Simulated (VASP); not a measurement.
Crystal: Te2Mo.

```xyz
6
Lattice="3.5182 0.0000 0.0000 -1.7591 3.0469 0.0000 0.0000 0.0000 13.9736" Properties=species:S:1:pos:R:3 pbc="T T T"
Te    1.7591    1.0156    5.2960
Te    0.0000    2.0312   12.2828
Te    1.7591    1.0156    1.6908
Te    0.0000    2.0312    8.6776
Mo    1.7591    1.0156   10.4802
Mo    0.0000    2.0312    3.4934
```

| Item | Value |
| --- | --- |
| Program | VASP 6.6.1 |
| Task | relaxation of cell and atoms |
| Functional | r2SCAN |
| Dispersion | rVV10 |
| Potentials or basis | VASP PAW PBE potentials, release 64 (Te, Mo_sv) |
| Cutoff | 600 eV |
| k mesh | 9 × 9 × 2 |
| Occupations | fermi-dirac, width 0.05 eV |
| Spin | no spin polarisation |

At the start: pressure 1.4 GPa; volume 24.96 Å³/atom.

**Question.** How do energy, volume and symmetry change on relaxing?

**Answer.** Over 9 steps the energy falls by 3.4 meV/atom and the volume is 25.82 Å³/atom (+3.4 %); space group P6_3/mmc (No. 194, to 0.1 Å) before and after.

Step by step:
```tsv
step	energy change (eV)	largest force (eV/Å)	pressure (GPa)	volume (Å³)
1	0.0000	0.0025	1.45	149.79
2	0.0053	0.3978	-1.78	154.74
3	-0.0099	0.1808	-0.04	151.97
4	-0.0145	0.0779	0.02	152.65
5	-0.0147	0.0506	0.05	152.83
6	-0.0163	0.0429	0.03	153.14
7	-0.0195	0.0207	0.00	154.06
8	-0.0191	0.0222	0.00	155.90
9	-0.0204	0.0033	0.01	154.92
```

Final structure:
```xyz
6
Lattice="3.5468 0.0000 0.0000 -1.7734 3.0716 0.0000 0.0000 0.0000 14.2207" Properties=species:S:1:pos:R:3 pbc="T T T"
Te    1.7734    1.0239    5.3517
Te    0.0000    2.0477   12.4620
Te    1.7734    1.0239    1.7586
Te    0.0000    2.0477    8.8690
Mo    1.7734    1.0239   10.6655
Mo    0.0000    2.0477    3.5552
```

Caveat: the PAW data sets were made with another functional, which shifts forces and pressure a little.
